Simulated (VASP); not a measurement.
# AlIn2N3 (P1) in VASP: notebook, part 3 of 3

VASP 6.6.1.

## (5) Single point, PBE

This run uses another cell than the first one, of 14.00 Å³/atom.

Input file INCAR:

```
SYSTEM = AlIn2N3
PREC = Accurate
ENCUT = 520
EDIFF = 1E-7
ISMEAR = 0
SIGMA = 0.1
LREAL = Auto
LASPH = .True.
NELM = 100
ALGO = Normal
ISIF = 2
LWAVE = .False.
LCHARG = .False.
GGA = PE
NBANDS = 106
ISYM = 0
```

Input file KPOINTS:

```
Automatic mesh
0
Gamma
  3 2 2
  0 0.5 0.5
```

Input file POSCAR:

```
AlIn2N3
1.0
    0.0049157422      5.9294511604      0.0071704376
    5.1368317479      2.9623372018     -5.5112120593
   -5.1352476532      2.9537962225     -5.5143287440
In Al N
8 4 12
Direct
    0.1596491782      0.5097987221      0.5042760058
    0.6576172235      0.0086770339      0.0015965213
    0.5709591145      0.7642714579      0.7480512633
    0.6758723492      0.3301442328      0.6623420551
    0.1546255267      0.8517840921      0.1832106533
    0.0744119218      0.5855265568      0.9291999950
    0.5687085234      0.0837667770      0.4264276928
    0.5846533521      0.4189576992      0.0935781822
    0.0746286772      0.2557647129      0.2532579256
    0.6613169904      0.6680253455      0.3412844822
    0.1571641864      0.1725870030      0.8398310047
    0.0893723768      0.9248455975      0.5841878249
    0.3029447848      0.9999546526      0.6646789977
    0.8486705292      0.4783134802      0.1825817738
    0.3540689054      0.6547106246      0.9875555582
    0.8960106642      0.1291444465      0.4615684632
    0.2646142447      0.3759663259      0.7395780044
    0.7563746917      0.8750730878      0.2391932450
    0.2920318753      0.7432849616      0.4131086937
    0.8008481715      0.2307222248      0.8933071743
    0.8745197110      0.8247832222      0.7884748684
    0.3263955560      0.3079845261      0.3094779156
    0.7560394878      0.5753427412      0.5478044584
    0.2387908454      0.0980944292      0.0589251293
```

Potentials or basis: VASP PAW PBE potentials, release 64 (In_d, Al, N).

Command:

```
$ cat potpaw_PBE.64/In_d/POTCAR potpaw_PBE.64/Al/POTCAR potpaw_PBE.64/N/POTCAR > POTCAR
$ mpirun -np 1 vasp_std > vasp.out
```

It took 13 min on 1 thread of Intel Xeon 8259CL, shared host; peak memory 0.49 GiB.

Results (log left out):

- Free energy: -144.3845 eV
- Pressure: 0.1 GPa
- Largest force: 0.038 eV/Å
- Band gap on the k mesh: 2.03 eV

Forces in eV/Å, atoms in the order of the input:
```
In   0.018 -0.005 -0.011
In  -0.007 -0.004  0.004
In   0.024  0.003 -0.003
In  -0.002  0.006 -0.013
In  -0.012  0.008 -0.010
In  -0.005 -0.010  0.003
In  -0.007 -0.004 -0.006
In  -0.011  0.003 -0.006
Al  -0.003  0.019 -0.001
Al  -0.004 -0.011 -0.011
Al   0.007  0.002  0.021
Al  -0.002  0.020  0.001
N    0.000 -0.027 -0.023
N   -0.019  0.013 -0.017
N   -0.006  0.005  0.000
N    0.010  0.014  0.018
N   -0.031 -0.015  0.008
N   -0.023 -0.016  0.026
N    0.003  0.025 -0.007
N    0.000  0.028  0.006
N    0.018  0.009  0.013
N    0.006 -0.032  0.018
N    0.023 -0.016  0.013
N    0.025 -0.014 -0.022
```

Levels at points of the mesh, in eV from the valence-band top:
| k point | band 86 | band 87 | band 88 | band 89 | band 90 | band 91 |
| --- | --- | --- | --- | --- | --- | --- |
| (0.00, 0.25, 0.25) | -0.31 | -0.08 | 0.00 | 2.03 | 3.43 | 3.61 |

Caveat: spin-orbit coupling is left out, which moves the levels of the heavy elements; a shifted mesh leaves out Γ, where band edges can lie. A k mesh can miss the band edges.

## (6) Single point, PBE

This run uses another cell than the first one, of 14.02 Å³/atom.

Input file INCAR:

```
SYSTEM = AlIn2N3
PREC     = Accurate       ! precision mode
ENCUT    = 520            ! plane-wave cutoff, eV
EDIFF    = 1E-7           ! SCF threshold, eV
ISMEAR   = 0              ! smearing method
SIGMA    = 0.1            ! smearing width, eV
LREAL    = Auto         
LASPH    = .True.         ! aspherical terms in the spheres
NELM     = 100            ! most SCF steps
ALGO     = Normal         ! electronic algorithm
ISIF     = 2              ! what is computed and relaxed
LWAVE    = .False.        ! write WAVECAR
LCHARG   = .True.         ! write CHGCAR
GGA      = PE             ! functional
LELF     = .True.         ! ELF
LVHAR    = .True.       
NBANDS   = 106            ! bands
ISYM     = 0
```

KPOINTS is that of step 5.

Input file POSCAR:

```
AlIn2N3
1.0
   -0.0030573331      5.9129806378      0.0000459100
    5.1244065423      2.9537916644     -5.5217432381
   -5.1552681210      2.9591037044     -5.5477535130
In Al N
8 4 12
Direct
    0.1654031408      0.4988222283      0.5037397336
    0.6578688943      0.0004362308      0.0190951796
    0.5692729271      0.7590122994      0.7638187721
    0.6768758753      0.6723167102      0.3278145831
    0.1618929581      0.1762958306      0.8461512936
    0.6583664416      0.3353671845      0.6640550312
    0.0811639004      0.9247146823      0.5793670753
    0.5671457420      0.4259798926      0.0956729181
    0.0795587822      0.2461964230      0.2524190002
    0.1509109056      0.8438214516      0.1757748260
    0.0805911794      0.5886427946      0.9294357862
    0.5844318686      0.0880713416      0.4137722225
    0.3739227627      0.9985024898      0.6282381665
    0.8975739701      0.4651218903      0.1370249308
    0.3026199693      0.6667958879      1.0009287543
    0.8405738232      0.1568193031      0.4523549646
    0.2472944702      0.4225247211      0.7518381556
    0.7866993859      0.9103218313      0.2477875032
    0.2701685798      0.7347890359      0.3722600908
    0.7612369849      0.2325698976      0.8978427622
    0.8736032866      0.7972943501      0.8280650882
    0.3442469874      0.2831561226      0.3191096997
    0.7613955343      0.5694226480      0.5674074762
    0.2449879154      0.0567567041      0.0919219220
```

Potentials or basis: VASP PAW PBE potentials, release 64 (In_d, Al, N).

Command:

```
$ cat potpaw_PBE.64/In_d/POTCAR potpaw_PBE.64/Al/POTCAR potpaw_PBE.64/N/POTCAR > POTCAR
$ mpirun -np 1 vasp_std > vasp.out
```

Wall time 15 min (1 thread of Intel Xeon 8259CL, shared host); peak memory 0.49 GiB.

Results (log left out):

- Free energy: -144.1661 eV
- Pressure: 0.1 GPa
- Largest force: 0.045 eV/Å
- Band gap on the k mesh: 1.95 eV

Forces on the atoms (eV/Å):
```
In   0.013 -0.002 -0.007
In   0.011 -0.007  0.004
In  -0.009  0.006  0.003
In  -0.006 -0.002 -0.010
In  -0.006  0.002 -0.005
In  -0.009 -0.001 -0.014
In  -0.019 -0.002 -0.011
In   0.018  0.004 -0.006
Al   0.003  0.003  0.010
Al  -0.010  0.001  0.020
Al   0.008  0.003  0.003
Al  -0.007 -0.012  0.008
N    0.038  0.021  0.011
N   -0.008  0.027  0.015
N   -0.004 -0.030 -0.023
N    0.026 -0.012  0.020
N   -0.003  0.004 -0.023
N    0.004  0.030 -0.027
N    0.032 -0.014  0.012
N   -0.003 -0.005  0.006
N   -0.020  0.013  0.008
N   -0.029 -0.008  0.021
N    0.000 -0.001  0.007
N   -0.021 -0.015 -0.022
```

Levels at points of the mesh, in eV from the valence-band top:
```tsv
k point	band 85	band 86	band 87	band 88	band 89	band 90	band 91	band 92
(0.00, 0.25, 0.25)	-0.50	-0.39	-0.03	0.00	1.95	3.35	3.47	3.80
```

Caveat: spin-orbit coupling is left out, which moves the levels of the heavy elements; a shifted mesh leaves out Γ, where band edges can lie. A k mesh can miss the band edges.

## (7) Overview

| task | potentials or basis | cell | k mesh | cutoff (eV) | gap on the mesh (eV) | pressure (GPa) | largest force (eV/Å) |
| --- | --- | --- | --- | --- | --- | --- | --- |
| relaxation of cell and atoms | VASP PAW PBE potentials, release 64 (Al, In_d, N) | relaxed from a = 5.923, b = 8.093, c = 8.093 Å, angles 79.0, 68.5, 68.5°, 24 atoms, atomic positions A | 3 × 2 × 2, shifted | 600 | 2.04 | 0.0 | 0.02 |
| single point | VASP PAW PBE potentials, release 64 (In_d, Al, N) | a = 5.929, b = 8.095, c = 8.093 Å, angles 78.8, 68.7, 68.6°, 24 atoms, atomic positions B | 3 × 3 × 3 | 520 | 0.80 | 0.0 | 0.04 |
| single point | VASP PAW PBE potentials, release 64 (Al, In_d, N) | a = 5.906, b = 8.108, c = 8.099 Å, angles 78.9, 68.7, 68.7°, 24 atoms, atomic positions C | 3 × 2 × 2, shifted | 520 | 2.04 | 0.1 | 0.05 |
| single point | VASP PAW PBE potentials, release 64 (In_d, Al, N) | a = 5.929, b = 8.095, c = 8.093 Å, angles 78.8, 68.7, 68.6°, 24 atoms, atomic positions B | 3 × 2 × 2, shifted | 520 | 2.03 | 0.1 | 0.04 |
| single point | VASP PAW PBE potentials, release 64 (In_d, Al, N) | a = 5.913, b = 8.092, c = 8.131 Å, angles 78.6, 68.6, 68.6°, 24 atoms, atomic positions D | 3 × 2 × 2, shifted | 520 | 1.95 | 0.1 | 0.04 |

Alike in all rows: level PBE; no spin polarisation; smearing gaussian 0.1 eV.

Caveats: spin-orbit coupling is left out, which moves the levels of the heavy elements; a shifted mesh leaves out Γ, where band edges can lie (at least some runs).

Total energies depend on the potentials used, so only differences within one code and one set of settings carry meaning.
